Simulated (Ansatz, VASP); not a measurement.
## Two plane-wave programs on BiBrO

The input INCAR:

```
ALGO = Normal
EDIFF = 1E-6
ENCUT = 520
GGA = CA
ISIF = 2
ISMEAR = 0
LASPH = True
LCHARG = False
LREAL = False
LWAVE = False
NBANDS = 37
NELM = 100
PREC = Accurate
SIGMA = 0.05
```

The input KPOINTS:

```
k-points
0
Gamma
  8 8 4
```

File POSCAR:

```
BiBrO
1.0
    3.7532000000      0.0000000000      0.0000000000
    0.0000000000      3.7532000000      0.0000000000
    0.0000000000      0.0000000000      7.7553000000
Bi Br O
2 2 2
Direct
    0.0000000000      0.5000000000      0.1575579020
    0.5000000000      0.0000000000      0.8424420980
    0.0000000000      0.5000000000      0.6517216503
    0.5000000000      0.0000000000      0.3482783497
    0.0000000000      0.0000000000      0.0000000000
    0.5000000000      0.5000000000      0.0000000000
```

Input for Ansatz:

```yaml
crystal:
  lattice:
    - [3.7532, 0.0, 0.0]
    - [0.0, 3.7532, 0.0]
    - [0.0, 0.0, 7.7553]
  atoms:
    - { symbol: Bi, position: [0.0, 0.5, 0.157557902] }
    - { symbol: Bi, position: [0.5, 0.0, 0.842442098] }
    - { symbol: Br, position: [0.0, 0.5, 0.6517216503] }
    - { symbol: Br, position: [0.5, 0.0, 0.3482783497] }
    - { symbol: O, position: [0.0, 0.0, 0.0] }
    - { symbol: O, position: [0.5, 0.5, 0.0] }
basis:
  ecutwfc: 520.0
kpoints:
  mp_grid: { grid: [8, 8, 4] }
hamiltonian:
  xc: lda
  pseudopotentials: { kind: paw }
scf:
  occupations: { method: gaussian, width: 0.05 }
output:
  forces: true
  stress: true
  eigenvalues: true
```

Alike in both runs: task single point; functional LDA; k mesh 8 × 8 × 4; occupations gaussian, width 0.05 eV; no spin polarisation.

|  | VASP | Ansatz |
| --- | --- | --- |
| version | VASP 6.6.1 | Ansatz 0.2.0 |
| potentials or method | VASP PAW LDA potentials, release 64 (Bi_d, Br, O), cutoff 520 eV | scalar-relativistic, plane waves, PAW |
| valence electrons in the cell | 56 | 56 |

|  | VASP | Ansatz | Ansatz less VASP |
| --- | --- | --- | --- |
| gap on the k mesh at the Fermi level (eV) | 2.04 | 2.07 | +0.024 |
| least direct gap on the mesh (eV) | 2.38 | 2.39 | +0.012 |
| pressure (GPa) | 10.9 | 10.5 | -0.44 |
| traceless stress, the component that is largest in VASP (GPa) | -2.36 | -2.30 | +0.060 |
| rms of the force components (eV/Å) | 0.396 | 0.363 | -0.0337 |

LDA's correlation is that of Perdew and Zunger in VASP and of Perdew and Wang (1992) in Ansatz. Atom by atom the forces differ by 0.034 eV/Å (rms over components).

Spin-orbit coupling is off throughout.
